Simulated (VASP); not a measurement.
BeS:

```
Be S
1.0
     0.00000    2.43431    2.40996
     2.43431    0.00000    2.40996
     2.43431    2.43431    0.00000
Be S
1 1
Direct
  0.00000 0.00000 0.00000
  0.25000 0.25000 0.25000
```

This cell differs from its parent crystal: uniaxial z strain -1.0%.

Program: VASP 6.6.1. Alike in all runs: task single point; potentials or basis VASP PAW PBE potentials, release 64 (Be, S); no spin polarisation; cell as given; cutoff (eV) 520.

Order these runs on this cell by their band gap on the k mesh, lowest first.
A. level HSE06; k mesh 6 × 6 × 6; smearing gaussian 0.01 eV; grid for exact exchange (PRECFOCK) Normal; share of exact exchange 0.25; screening parameter 0.2079 1/Å
B. level PBE; k mesh 10 × 10 × 10; smearing fermi-dirac 0.02 eV
C. level r2SCAN; k mesh 10 × 10 × 10; smearing gaussian 0.01 eV

B (3.03 eV), C (3.49 eV), A (3.96 eV).

A k mesh can miss the band edges.
